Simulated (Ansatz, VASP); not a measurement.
# One calculation of BN, two programs

```
B N
1.0
     0.00000    1.78994    1.78994
     1.78994    0.00000    1.78994
     1.78994    1.78994    0.00000
B N
1 1
Direct
  0.00000 0.00000 0.00000
  0.25000 0.25000 0.25000
```

Alike in both runs: functional LDA; k mesh 10 × 10 × 10; occupations gaussian, width 0.1 eV; no spin polarisation.

Ansatz relaxed the structure, and its values are those at the end. VASP's run is a single point on that final structure, the one shown.

|  | VASP | Ansatz |
| --- | --- | --- |
| version | VASP 6.6.1 | Ansatz 0.2.0 |
| potentials or method | VASP PAW LDA potentials, release 64 (B_h, N_h), cutoff 910 eV | scalar-relativistic, plane waves, PAW |
| valence electrons in the cell | 8 | 8 |

Ansatz gave:

```
gap on the k mesh at the Fermi level (eV) : 4.39
least direct gap on the mesh (eV)         : 8.83
```

Problem. Estimate VASP's values.

Solution. gap on the k mesh at the Fermi level (eV): 4.38; least direct gap on the mesh (eV): 8.83.

Ansatz warns that its potentials were made for another functional, while VASP's fit it. LDA's correlation is that of Perdew and Zunger in VASP and of Perdew and Wang (1992) in Ansatz.

Noted on VASP's run: the cutoff is short for stress, so the pressure is rough.
